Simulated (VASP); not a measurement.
# CdF2 in VASP: further runs, part 2 of 2

VASP 6.6.1.

**3. Single point, r2SCAN (strain along [111] -2.7%)**

The input, POSCAR:

```
CdF2
1.0
   -0.0481359746      2.6460417065      2.6460417065
    2.6460417065     -0.0481359746      2.6460417065
    2.6460417065      2.6460417065     -0.0481359746
Cd F
1 2
Direct
    0.0000000000      0.0000000000      0.0000000000
    0.2513961837      0.2513961837      0.2513961837
    0.7486038163      0.7486038163      0.7486038163
```

The input, INCAR.step1:

```
PREC     = Accurate       # precision mode
ENCUT    = 520            # plane-wave cutoff, eV
ISMEAR   = 0              # smearing method
SIGMA    = 0.01           # smearing width, eV
LREAL    = False          # projectors in reciprocal space
LASPH    = True           # aspherical terms in the spheres
NELM     = 100            # most SCF steps
NBANDS   = 20             # bands
GGA      = PE             # functional
ALGO     = Normal         # electronic algorithm
EDIFF    = 1E-4           # SCF threshold, eV
LWAVE    = True           # write WAVECAR
LCHARG   = False          # write CHGCAR
```

The input, INCAR.step2:

```
PREC     = Accurate       # precision mode
ENCUT    = 520            # plane-wave cutoff, eV
EDIFF    = 1E-6           # SCF threshold, eV
ISMEAR   = 0              # smearing method
SIGMA    = 0.01           # smearing width, eV
LREAL    = False          # projectors in reciprocal space
LASPH    = True           # aspherical terms in the spheres
NELM     = 100            # most SCF steps
ALGO     = Normal         # electronic algorithm
ISIF     = 2              # what is computed and relaxed
LWAVE    = False          # write WAVECAR
LCHARG   = True           # write CHGCAR
METAGGA  = R2SCAN         # meta-GGA
LMIXTAU  = True         
LELF     = True           # ELF
LVHAR    = True         
NBANDS   = 20             # bands
ISTART   = 1
```

The input, KPOINTS:

```
regular mesh
0
Gamma
  8 8 8
```

Potentials or basis: VASP PAW PBE potentials, release 64 (Cd, F).

Launch:

```
$ cat potpaw_PBE.64/Cd/POTCAR potpaw_PBE.64/F/POTCAR > POTCAR
$ cp INCAR.step1 INCAR
$ mpirun -np 1 vasp_std > vasp.out
$ cp INCAR.step2 INCAR
$ mpirun -np 1 vasp_std > vasp.out
```

OUTCAR:

```text
PREC = Accurate
   ENCUT = 520
   EDIFF = 1E-6
   ISMEAR = 0
   LREAL = False
   LASPH = True
   NELM = 100
   ISIF = 2
   METAGGA = R2SCAN
   ISTART = 1

 ion  position               nearest neighbor table
   1  0.000  0.000  0.000-   2 2.28   3 2.28   3 2.32   3 2.32   3 2.32   2 2.32   2 2.32   2 2.32

   2  0.251  0.251  0.251-   1 2.28   1 2.32   1 2.32   1 2.32
   3  0.749  0.749  0.749-   1 2.28   1 2.32   1 2.32   1 2.32
[... 749 lines left out ...]

  FORCE on cell =-STRESS in cart. coord.  units (eV):
  Direction    XX          YY          ZZ          XY          YZ          ZX
  --------------------------------------------------------------------------------------
  -------------------------------------------------------------------------------------
  Total        1.0654422      1.0654422      1.0654422      0.1329913      0.1329913      0.1329913
  in kB       44.8466151     44.8466151     44.8466151      5.5978747      5.5978747      5.5978747
  external PRESSURE =      44.8466151 kB  Pullay stress =       0.0000000 kB

 VOLUME and BASIS-vectors are now :
 -----------------------------------------------------------------------------
  energy-cutoff  :      520.00
  volume of cell :       38.06
      direct lattice vectors                 reciprocal lattice vectors
    -0.048135975  2.646041707  2.646041707    -0.183881833  0.187288935  0.187288935
     2.646041707 -0.048135975  2.646041707     0.187288935 -0.183881833  0.187288935
     2.646041707  2.646041707 -0.048135975     0.187288935  0.187288935 -0.183881833

 POSITION                                       TOTAL-FORCE (eV/Angst)
 -----------------------------------------------------------------------------------
      0.00000      0.00000      0.00000         0.000000     -0.000000     -0.000000
      1.31831      1.31831      1.31831         0.007080      0.007080      0.007080
      3.92564      3.92564      3.92564        -0.007080     -0.007080     -0.007080
 -----------------------------------------------------------------------------------
    total drift:                               -0.000000     -0.000000      0.000000

  FREE ENERGIE OF THE ION-ELECTRON SYSTEM (eV)
  ---------------------------------------------------
  free  energy   TOTEN  =       -33.6961964368 eV

  energy  without entropy=      -33.6961964368  energy(sigma->0) =      -33.69619644
```

OSZICAR.step1:

```text
N       E                     dE             d eps       ncg     rms          rms(c)
DAV:   1     0.196785694316E+03    0.19679E+03   -0.15681E+04  2696   0.133E+03
DAV:   2    -0.427435574423E+01   -0.20106E+03   -0.19290E+03  2836   0.347E+02
DAV:   3    -0.124408362408E+02   -0.81665E+01   -0.81435E+01  3024   0.763E+01
DAV:   4    -0.124759630330E+02   -0.35127E-01   -0.35125E-01  2780   0.509E+00
DAV:   5    -0.124760906586E+02   -0.12763E-03   -0.12763E-03  3028   0.274E-01    0.107E+01
DAV:   6    -0.107697734236E+02    0.17063E+01   -0.38612E+00  3300   0.367E+01    0.781E+00
DAV:   7    -0.108156750465E+02   -0.45902E-01   -0.87468E-01  2672   0.851E+00    0.446E+00
DAV:   8    -0.108100465551E+02    0.56285E-02   -0.12586E-01  2704   0.344E+00    0.689E-01
DAV:   9    -0.108019145374E+02    0.81320E-02   -0.31300E-02  3176   0.231E+00    0.848E-02
DAV:  10    -0.108024851301E+02   -0.57059E-03   -0.28035E-03  2684   0.568E-01    0.117E-01
DAV:  11    -0.108025795451E+02   -0.94415E-04   -0.99315E-05  2288   0.957E-02
   1 F= -.10802580E+02 E0= -.10802580E+02  d E =-.116019E-11
```

It took 77 s on 1 thread of AMD EPYC 9R45 (Zen 5), shared host; peak memory 0.16 GiB.

Results:

- Free energy: -33.6962 eV
- Pressure: 4.5 GPa
- Largest force: 0.012 eV/Å
- Band gap on the k mesh: 3.85 eV (least direct gap 4.25 eV)

Forces on the atoms (eV/Å):
```
Cd   0.000  0.000  0.000
F    0.007  0.007  0.007
F   -0.007 -0.007 -0.007
```

Stress tensor (GPa, compression positive):
```
4.48 0.56 0.56
0.56 4.48 0.56
0.56 0.56 4.48
```

Caveat: the cell differs from its parent crystal (strain along [111] -2.7%); the cell stands under pressure; the PAW data sets were made with another functional, which shifts forces and pressure a little.

**4. Single point, r2SCAN (biaxial xy strain +1.6%)**

The input, POSCAR:

```
CdF2
1.0
    0.0000000000      2.7383621950      2.6941776810
    2.7383621950      0.0000000000      2.6941776810
    2.7383621950      2.7383621950      0.0000000000
Cd F
1 2
Direct
    0.0000000000      0.0000000000      0.0000000000
    0.2500000000      0.2500000000      0.2500000000
    0.7500000000      0.7500000000      0.7500000000
```

The input, INCAR.step1:

```
SYSTEM = CdF2
  PREC = Accurate
  ENCUT = 520
  ISMEAR = 0
  SIGMA = 0.01
  LREAL = .False.
  LASPH = .True.
  NELM = 100
  NBANDS = 20
  GGA = PE
  ALGO = Normal
  EDIFF = 1E-4
  LWAVE = .True.
  LCHARG = .False.
```

The input, INCAR.step2:

```
SYSTEM = CdF2
  PREC = Accurate
  ENCUT = 520
  EDIFF = 1E-6
  ISMEAR = 0
  SIGMA = 0.01
  LREAL = .False.
  LASPH = .True.
  NELM = 100
  ALGO = Normal
  ISIF = 2
  LWAVE = .False.
  LCHARG = .False.
  METAGGA = R2SCAN
  LMIXTAU = .True.
  NBANDS = 20
  ISTART = 1
```

The input, KPOINTS:

```
regular mesh
0
Gamma
  8 8 8
  0 0 0
```

Launch:

```
$ cat potpaw_PBE.64/Cd/POTCAR potpaw_PBE.64/F/POTCAR > POTCAR
$ cp INCAR.step1 INCAR
$ mpirun -np 1 vasp_std > vasp.out
$ cp INCAR.step2 INCAR
$ mpirun -np 1 vasp_std > vasp.out
```

Wall time 86 s (1 thread of AMD EPYC 9R45 (Zen 5), shared host); peak memory 0.16 GiB.

It converged, with:

```
Free energy            : -33.7125 eV
Pressure               : -2.6 GPa
Band gap on the k mesh : 3.62 eV (least direct gap 4.16 eV)
```

Stress tensor (GPa, compression positive):
```
-3.20  0.00  0.00
 0.00 -3.20  0.00
 0.00  0.00 -1.37
```

Levels at points of the mesh, in eV from the valence-band top:
```csv
k point,band 11,band 12,band 13,band 14,band 15,band 16
"(0.00, 0.00, 0.00)",-0.59,-0.54,-0.54,3.62,13.40,13.45
"(0.50, 0.00, 0.00)",-1.72,-0.44,-0.43,7.71,9.57,15.22
"(0.50, 0.50, 0.00)",-0.40,-0.11,-0.11,8.56,10.32,12.10
"(0.50, 0.00, 0.50)",-0.49,-0.12,-0.06,8.59,10.35,12.10
```

Caveat: the cell differs from its parent crystal (biaxial xy strain +1.6%); the PAW data sets were made with another functional, which shifts forces and pressure a little.

**5. Overview**

| cell | gap on the mesh (eV) | pressure (GPa) |
| --- | --- | --- |
| a = 3.810, b = 3.867, c = 3.867 Å, angles 59.0, 60.5, 60.5°, 3 atoms, atomic positions A | 3.61 | -2.2 |
| a = 3.742 Å, angles 61.2°, 3 atoms, atomic positions B | 3.85 | 4.5 |
| a = 3.842, b = 3.842, c = 3.873 Å, angles 59.7, 59.7, 60.5°, 3 atoms, atomic positions A | 3.62 | -2.6 |

Alike in all rows: task single point; level r2SCAN; potentials or basis VASP PAW PBE potentials, release 64 (Cd, F); no spin polarisation; k mesh 8 × 8 × 8; cutoff (eV) 520; smearing gaussian 0.01 eV.

Caveats: the PAW data sets were made with another functional, which shifts forces and pressure a little; the cell stands under pressure (at least some runs).

Absolute energies hang on the potentials; compare differences alone.
